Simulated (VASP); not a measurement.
A run of VASP 6.6.1:

File INCAR:

```
SYSTEM = GaSb
PREC = Accurate
ENCUT = 520
EDIFF = 1E-6
ISMEAR = 0
SIGMA = 0.15
LREAL = .False.
LASPH = .True.
NELM = 100
ALGO = Normal
ISIF = 2
LWAVE = .False.
LCHARG = .False.
GGA = PE
NBANDS = 16
```

Contents of KPOINTS:

```
regular mesh
0
Gamma
  16 16 16
  0 0 0
```

The input POSCAR:

```
GaSb
1.0
   -2.9040000000      2.9040000000      1.5284000000
    2.9040000000     -2.9040000000      1.5284000000
    2.9040000000      2.9040000000     -1.5284000000
Ga Sb
1 1
Direct
    0.2500000000      0.7500000000      0.5000000000
    0.0000000000      0.0000000000      0.0000000000
```

Potentials or basis: VASP PAW PBE potentials, release 64 (Ga_d, Sb).

Command:

```sh
$ cat potpaw_PBE.64/Ga_d/POTCAR potpaw_PBE.64/Sb/POTCAR > POTCAR
$ mpirun -np 1 vasp_std > vasp.out
```

Hardware: 1 thread of Intel Xeon 8259CL, on a shared host.

**Question.** How long does it take, and how much memory?

**Answer.** It took 4 min on 1 thread of Intel Xeon 8259CL, on a shared host, peak memory 0.44 GiB. Counts: scf iterations 11, k points 349.
